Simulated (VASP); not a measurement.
# Cs (I4_1/amd) in VASP: a series of runs

Runs on Cs. Level: LDA. Tasks: single point.

Program: VASP 6.6.1. These are calculated values, not measurements. Logs are shortened: lines on timing, memory, paths and dates and some standing lists are left out, and cuts for length are marked.

**1. The cell of the first run**

It takes space group I4_1/amd (No. 141, tetragonal). Conventional cell: a = 8.973 Å, b = 8.973 Å, c = 4.890 Å, α = 90.00°, β = 90.00°, γ = 90.00°.

**2. Single point, LDA**

The input, INCAR:

```
SYSTEM = Cs
PREC = Accurate
ENCUT = 500
EDIFF = 1E-6
ISMEAR = -1
SIGMA = 0.1
LREAL = .False.
LASPH = .True.
NELM = 120
ALGO = Normal
ISIF = 2
LWAVE = .False.
LCHARG = .False.
NBANDS = 16
GGA_COMPAT = .False.
```

The input, KPOINTS:

```
regular mesh
0
Gamma
  9 9 9
  0 0 0
```

The input, POSCAR:

```
Cs
1.0
   -4.4864848452      4.4864848452      2.4447927610
    4.4864848452     -4.4864848452      2.4447927610
    4.4864848452      4.4864848452     -2.4447927610
Cs
2
Direct
   -0.3750000000     -0.1250000000     -0.2500000000
    0.3750000000      0.1250000000      0.2500000000
```

Potentials or basis: VASP PAW LDA potentials, release 64 (Cs_sv).

Launch:

```
$ cat potpaw_LDA.64/Cs_sv/POTCAR > POTCAR
$ mpirun -np 1 vasp_std > vasp.out
```

OUTCAR:

```text
SYSTEM = Cs
   PREC = Accurate
   ENCUT = 500
   EDIFF = 1E-6
   ISMEAR = -1
   LREAL = .False.
   LASPH = .True.
   NELM = 120
   ISIF = 2

 ion  position               nearest neighbor table
   1  0.625  0.875  0.750-
   2  0.375  0.125  0.250-

  LATTYP: Found a body centered tetragonal cell.
 ALAT       =     8.9729696904
 C/A-ratio  =     0.5449238870

  Lattice vectors:

 A1 = (  -4.4864848452,   4.4864848452,   2.4447927610)
 A2 = (   4.4864848452,  -4.4864848452,   2.4447927610)
 A3 = (   4.4864848452,   4.4864848452,  -2.4447927610)

Analysis of symmetry for initial positions (statically):
=====================================================================
 Subroutine PRICEL returns:
 Original cell was already a primitive cell.

 Routine SETGRP: Setting up the symmetry group for a
 body centered tetragonal supercell.

 Subroutine GETGRP returns: Found 16 space group operations
 (whereof  4 operations were pure point group operations)
 out of a pool of 16 trial point group operations.

The static configuration has the point symmetry C_2h.
 The point group associated with its full space group is D_4h.

Analysis of symmetry for dynamics (positions and initial velocities):
=====================================================================
 Subroutine PRICEL returns:
 Original cell was already a primitive cell.

 Routine SETGRP: Setting up the symmetry group for a
 body centered tetragonal supercell.

 Subroutine GETGRP returns: Found 16 space group operations
 (whereof  4 operations were pure point group operations)
 out of a pool of 16 trial point group operations.

The dynamic configuration has the point symmetry C_2h.
 The point group associated with its full space group is D_4h.

 Subroutine INISYM returns: Found 16 space group operations
 (whereof  4 operations are pure point group operations),
 and found     1 'primitive' translations

----------------------------------------------------------------------------------------

                                     Primitive cell

  volume of cell :     196.8405

  direct lattice vectors                    reciprocal lattice vectors
    -4.486484845  4.486484845  2.444792761     0.000000000  0.111445824  0.204516312
     4.486484845 -4.486484845  2.444792761     0.111445824  0.000000000  0.204516312
     4.486484845  4.486484845 -2.444792761     0.111445824  0.111445824  0.000000000

  length of vectors
     6.799566470  6.799566470  6.799566470     0.232910055  0.232910055  0.157608196

  position of ions in fractional coordinates (direct lattice)
     0.625000000  0.875000000  0.750000000
     0.375000000  0.125000000  0.250000000

  ion indices of the primitive-cell ions
   primitive index   ion index
                 1           1
                 2           2

----------------------------------------------------------------------------------------

 KPOINTS: regular mesh

Automatic generation of k-mesh.
 Grid dimensions read from file:
 generate k-points for:    9    9    9

 Generating k-lattice:

  Cartesian coordinates                     Fractional coordinates (reciprocal lattice)
     0.000000000  0.012382869  0.022724035     0.111111111  0.000000000  0.000000000
     0.012382869  0.000000000  0.022724035     0.000000000  0.111111111  0.000000000
     0.012382869  0.012382869  0.000000000     0.000000000  0.000000000  0.111111111

  Length of vectors
     0.025878895  0.025878895  0.017512022

  Shift w.r.t. Gamma in fractional coordinates (k-lattice)
     0.000000000  0.000000000  0.000000000

 Subroutine IBZKPT returns following result:
 ===========================================

 Found     75 irreducible k-points:

 Following reciprocal coordinates:
            Coordinates               Weight
  0.000000  0.000000  0.000000      1.000000
  0.111111  0.000000 -0.000000      8.000000
  0.222222  0.000000  0.000000      8.000000
  0.333333  0.000000 -0.000000      8.000000
  0.444444  0.000000  0.000000      8.000000
  0.111111  0.111111 -0.000000      8.000000
[... 16 lines left out ...]
 -0.333333  0.333333  0.000000      4.000000
  0.444444  0.444444 -0.000000      8.000000
 [... further k-points ...]
   k-points           NKPTS =     75   k-points in BZ     NKDIM =     75   number of bands    NBANDS=     16
   number of dos      NEDOS =    301   number of ions     NIONS =      2
   total plane-waves  NPLWV = 125000
   dimension x,y,z NGX =    50 NGY =   50 NGZ =   50
   dimension x,y,z NGXF=   100 NGYF=  100 NGZF=  100
   ions per type =               2
   NGX,Y,Z   is equivalent  to a cutoff of  12.22, 12.22, 12.22 a.u.
   NGXF,Y,Z  is equivalent  to a cutoff of  24.45, 24.45, 24.45 a.u.
 SYSTEM =  Cs
   PREC   = accura    normal or accurate (medium, high low for compatibility)
   ISTART =      0    job   : 0-new  1-cont  2-samecut
   ICHARG =      2    charge: 1-file 2-atom 10-const
   ISPIN  =      1    spin polarized calculation?
   LNONCOLLINEAR =      F non collinear calculations
   LSORBIT =      F    spin-orbit coupling
   LASPH  =      T    aspherical Exc in radial PAW
   ENCUT  =  500.0 eV  36.75 Ry    6.06 a.u.  12.40 12.40 12.40*2*pi/ulx,y,z
   NELM   =    120;   NELMIN=  2; NELMDL= -5     # of ELM steps
   EDIFF  = 0.1E-05   stopping-criterion for ELM
   LREAL  =      F    real-space projection
   EDIFFG = 0.1E-04   stopping-criterion for IOM
   NSW    =      0    number of steps for IOM
   IBRION =     -1    ionic relax: 0-MD 1-quasi-New 2-CG
   NFREE  =      0    steps in history (QN), initial steepest desc. (CG)
   ISIF   =      2    stress and relaxation
   ISYM   =      2    0-nonsym 1-usesym 2-fastsym
   POTIM  = 0.5000    time-step for ionic-motion
   TEBEG  =    0.0;   TEEND  =   0.0 temperature during run
   PSTRESS=    0.0 pullay stress
   NELECT =      18.0000    total number of electrons
   NUPDOWN=      -1.0000    fix difference up-down
   EMIN   =  10.00;   EMAX   =-10.00  energy-range for DOS
   EFERMI =   0.00;   METHOD = LEGACY
   ISMEAR =    -1;   SIGMA  =   0.10  broadening in eV -4-tet -1-fermi 0-gaus
   EFERMI_NEDOS =   21; number of points for ismear=-14 and -15
   IALGO  =     38    algorithm
   IMIX   =      4    mixing-type and parameters
     AMIX     =   0.40;   BMIX     =  1.00
     AMIX_MAG =   1.60;   BMIX_MAG =  1.00
  volume/ion in A,a.u.               =      98.42       664.17
  Fermi-wavevector in a.u.,A,eV,Ry     =   0.737555  1.393776  7.401390  0.543987
  Thomas-Fermi vector in A             =   1.831264
   LORBIT       =      0    0 simple, 1 ext, 2 COOP (PROOUT), +10 PAW based schemes
   GGA     = CA    functional components
   LHFCALC =     F    Hartree Fock is set to
   AEXX    =    0.0000 exact exchange contribution
   IVDW    =     0    specifies the selected vdW correction
   LEPSILON=     F    determine dielectric tensor
   LRPA    =     F    only Hartree local field effects (RPA)
 non-spin polarized calculation
  energy-cutoff  :      500.00
  volume of cell :      196.84
 maximum number of plane-waves:      5017
 NGX is ok and might be reduce to    50
   NGX = 25   NGY = 25   NGZ = 25

 number of electron      18.0000003 magnetization

 Free energy of the ion-electron system (eV)
  ---------------------------------------------------
  ext. energy  EPLUGINS =         0.00000000
  ---------------------------------------------------
  free energy    TOTEN  =        -1.90107630 eV

  energy without entropy =       -1.81993127  energy(sigma->0) =       -1.86050378

 E-fermi :   0.7214     XC(G=0):  -5.9500

 val. band max:        0.7176999865   @ k =   0.3333   0.3333   0.1111
 cond. band min:       0.7239440500   @ k =   0.4444   0.1111   0.0000
 fundamental gap:      0.0062440634
 Fermi energy:         0.7214317947

 k-point     1 :       0.0000    0.0000    0.0000
  band No.  band energies     occupation
      1     -23.1330      2.00000
      2     -23.0966      2.00000
      3     -10.0756      2.00000
      4     -10.0756      2.00000
      5      -9.8193      2.00000
      6      -9.8156      2.00000
[... 8 lines left out ...]
     15       3.3889      0.00000
     16       4.0406      0.00000

 k-point     2 :       0.1111    0.0000   -0.0000
  band No.  band energies     occupation
      1     -23.1310      2.00000
      2     -23.0964      2.00000
      3     -10.0734      2.00000
      4     -10.0639      2.00000
      5      -9.8476      2.00000
      6      -9.8421      2.00000
[... 8 lines left out ...]
     15       3.0238      0.00000
     16       3.7877      0.00000

 k-point     3 :       0.2222    0.0000    0.0000
  band No.  band energies     occupation
      1     -23.1257      2.00000
      2     -23.0961      2.00000
      3     -10.0675      2.00000
      4     -10.0364      2.00000
      5      -9.9165      2.00000
      6      -9.9001      2.00000
[... 8 lines left out ...]
     15       3.1131      0.00000
     16       3.3408      0.00000

 k-point     4 :       0.3333    0.0000   -0.0000
  band No.  band energies     occupation
      1     -23.1192      2.00000
      2     -23.0964      2.00000
      3     -10.0607      2.00000
      4     -10.0291      2.00000
      5      -9.9876      2.00000
      6      -9.9383      2.00000
[... 8 lines left out ...]
     15       3.2422      0.00000
     16       3.3404      0.00000
[... 324 lines left out ...]
 k-point    22 :      -0.4444    0.3333   -0.0000
  band No.  band energies     occupation
      1     -23.1197      2.00000
      2     -23.1076      2.00000
      3     -10.0235      2.00000
      4      -9.9719      2.00000
      5      -9.9412      2.00000
      6      -9.8865      2.00000
[... 8 lines left out ...]
     15       3.0918      0.00000
     16       3.6482      0.00000

 k-point    23 :      -0.3333    0.3333    0.0000
  band No.  band energies     occupation
      1     -23.1238      2.00000
      2     -23.1056      2.00000
      3     -10.0181      2.00000
      4     -10.0178      2.00000
      5      -9.8959      2.00000
      6      -9.8812      2.00000
[... 8 lines left out ...]
     15       3.1329      0.00000
     16       3.8977      0.00000

 k-point    24 :       0.4444    0.4444   -0.0000
  band No.  band energies     occupation
      1     -23.1141      2.00000
      2     -23.1132      2.00000
      3      -9.9910      2.00000
      4      -9.9784      2.00000
      5      -9.9374      2.00000
      6      -9.9198      2.00000
[... 8 lines left out ...]
     15       3.1555      0.00000
     16       3.2953      0.00000

 [... further k-points ...]
[... 5 lines left out ...]
  --------------------------------------------------------------------------------------
  -------------------------------------------------------------------------------------
  Total        0.0626792      0.0626792      0.0545384     -0.0000000      0.0000000      0.0000000
  in kB        0.5101753      0.5101753      0.4439139     -0.0000000      0.0000000      0.0000000
  external PRESSURE =       0.4880881 kB  Pullay stress =       0.0000000 kB

 VOLUME and BASIS-vectors are now :
 -----------------------------------------------------------------------------
  energy-cutoff  :      500.00
  volume of cell :      196.84
      direct lattice vectors                 reciprocal lattice vectors
    -4.486484845  4.486484845  2.444792761     0.000000000  0.111445824  0.204516312
     4.486484845 -4.486484845  2.444792761     0.111445824  0.000000000  0.204516312
     4.486484845  4.486484845 -2.444792761     0.111445824  0.111445824  0.000000000

 POSITION                                       TOTAL-FORCE (eV/Angst)
 -----------------------------------------------------------------------------------
      4.48648      2.24324      1.83359        -0.000000     -0.000000     -0.000000
      0.00000      2.24324      0.61120         0.000000      0.000000      0.000000
 -----------------------------------------------------------------------------------
    total drift:                                0.000000     -0.000000      0.000000

  FREE ENERGIE OF THE ION-ELECTRON SYSTEM (eV)
  ---------------------------------------------------
  free  energy   TOTEN  =        -1.9010763005 eV

  energy  without entropy=       -1.8199312667  energy(sigma->0) =       -1.86050378
```

It took 73 s on 1 thread of Intel Xeon 6975P-C (Granite Rapids), shared host; peak memory 0.37 GiB.

Results:

```yaml
Free_energy: -1.9011 eV
Pressure: 0.0 GPa
Band_gap_on_the_k_mesh: zero (band 9 reaches 1.29 eV, above the bottom of band 10 at 0.19 eV)
```

Caveat: spin-orbit coupling is left out, which moves the levels of the heavy elements.

**3. Single point, LDA**

The input, INCAR:

```
ALGO = Normal
EDIFF = 1E-6
ENCUT = 500
GGA = CA
GGA_COMPAT = F
ISIF = 2
ISMEAR = -1
LASPH = T
LCHARG = F
LREAL = F
LWAVE = F
NBANDS = 16
NELM = 120
PREC = Accurate
SIGMA = 0.1
```

The input, KPOINTS:

```
k-points
0
Gamma
  9 9 9
```

POSCAR is that of step 2.

Potentials or basis: VASP PAW LDA potentials, release 64 (Cs_sv).

Launch:

```
$ cat potpaw_LDA.64/Cs_sv/POTCAR > POTCAR
$ mpirun -np 1 vasp_std > vasp.out
```

Wall time 74 s (1 thread of Intel Xeon 6975P-C (Granite Rapids), shared host); peak memory 0.37 GiB.

Results (log left out):

```
Free energy            : -1.9011 eV
Pressure               : 0.0 GPa
Band gap on the k mesh : zero (band 9 reaches 1.29 eV, above the bottom of band 10 at 0.19 eV)
```

Levels at points of the mesh, in eV from the Fermi level:
| k point | band 7 | band 8 | band 9 | band 10 | band 11 | band 12 |
| --- | --- | --- | --- | --- | --- | --- |
| (0.00, 0.00, 0.00) | -10.52 | -10.52 | -1.84 | 0.22 | 1.11 | 1.47 |

Caveat: spin-orbit coupling is left out, which moves the levels of the heavy elements.
